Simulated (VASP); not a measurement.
Re:

```
Re
1.0
     2.76080    0.00000    0.00000
    -1.38040    2.39092    0.00000
     0.00000    0.00000    4.45820
Re
2
Direct
  0.66667 0.33333 0.75000
  0.33333 0.66667 0.25000
```

```yaml
Program: VASP 6.6.1
Task: relaxation of cell and atoms
Functional: BLYP
Dispersion: D3(BJ)
Potentials_or_basis: VASP PAW PBE potentials, release 64 (Re)
Cutoff: 600 eV
k_mesh: 11 × 11 × 6
Occupations: fermi-dirac, width 0.05 eV
Spin: no spin polarisation
```

At the start: pressure 4.1 GPa; volume 14.71 Å³/atom.

**Question.** How do energy, volume and symmetry change on relaxing?

**Answer.** Over 12 steps the energy falls by 2.0 meV/atom and the volume is 14.87 Å³/atom (+1.1 %); space group P6_3/mmc (No. 194, to 0.1 Å) before and after.

The path:
| step | energy change (eV) | largest force (eV/Å) | pressure (GPa) | volume (Å³) |
| --- | --- | --- | --- | --- |
| 1 | 0.0000 | 0.0000 | 4.07 | 29.43 |
| 2 | 0.0570 | 0.0000 | -14.39 | 31.05 |
| 3 | -0.0040 | 0.0000 | -0.12 | 29.75 |
| 4 | -0.0040 | 0.0000 | -0.08 | 29.75 |
| 5 | -0.0040 | 0.0000 | 0.02 | 29.74 |
| 6 | -0.0041 | 0.0000 | 0.12 | 29.73 |
| 7 | -0.0041 | 0.0000 | 0.11 | 29.74 |
| 8 | -0.0041 | 0.0000 | 0.11 | 29.74 |
| 9 | -0.0041 | 0.0000 | 0.11 | 29.74 |
| 10 | -0.0041 | 0.0000 | 0.11 | 29.74 |
| 11 | -0.0041 | 0.0000 | -0.31 | 29.77 |
| 12 | -0.0041 | 0.0000 | 0.00 | 29.74 |

Final structure:
```xyz
2
Lattice="2.7729 0.0000 0.0000 -1.3864 2.4014 0.0000 0.0000 0.0000 4.4669" Properties=species:S:1:pos:R:3 pbc="T T T"
Re    1.3864    0.8005    3.3502
Re    0.0000    1.6009    1.1167
```

Caveat: the dispersion term is far too large for a dense solid, which distorts pressure and volume; the PAW data sets were made with another functional, which shifts forces and pressure a little.
